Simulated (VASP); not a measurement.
Wanted: the native input for a VASP 6.6.1 run.

* Task: single point
* Functional: LDA
* Potentials or basis: VASP PAW LDA potentials, release 64 (Zn, O)
* Cutoff: 520 eV
* k mesh: 12 × 12 × 6
* Occupations: gaussian, width 0.05 eV
* Spin: no spin polarisation
* Dipole correction: no
* Further INCAR settings: ALGO = Normal; EDIFF = 1e-06; NBANDS = 26

The structure of ZnO lies in POSCAR:

```
ZnO
1.0
    3.1064546507      0.0000000000      0.0000000000
   -1.5532273253      2.6902686432      0.0000000000
    0.0000000000      0.0000000000      5.4244911111
Zn O
2 2
Direct
    0.3333333333      0.6666666667      0.0018514197
    0.6666666667      0.3333333333      0.5018514197
    0.3333333333      0.6666666667      0.3350338920
    0.6666666667      0.3333333333      0.8350338920
```

This cell differs from its parent crystal: c/a of the conventional cell at fixed volume 1.7462.

One way to write it, as run:

INCAR

```
SYSTEM = ZnO
PREC = Accurate
ENCUT = 520
EDIFF = 1E-6
ISMEAR = 0
SIGMA = 0.05
LREAL = .FALSE.
LASPH = .TRUE.
NELM = 60
ALGO = Normal
ISIF = 2
LWAVE = .FALSE.
LCHARG = .FALSE.
GGA = CA
NBANDS = 26
```

KPOINTS

```
regular mesh
0
G
  12 12 6
  0 0 0
```

Potentials or basis: VASP PAW LDA potentials, release 64 (Zn, O).

Command:

```bash
$ cat potpaw_LDA.64/Zn/POTCAR potpaw_LDA.64/O/POTCAR > POTCAR
$ mpirun -np 1 vasp_std > vasp.out
```

Results of the run:

- Pressure: 1.2 GPa
- Largest force: 1.830 eV/Å
- Band gap on the k mesh: 0.85 eV, direct

Caveat: forces of over 1 eV/Å act on the atoms, so gaps and moduli don't describe the material at rest.

Run time: 2.5 min on 1 thread of AMD EPYC 7R13, on a shared host, peak memory 0.16 GiB.
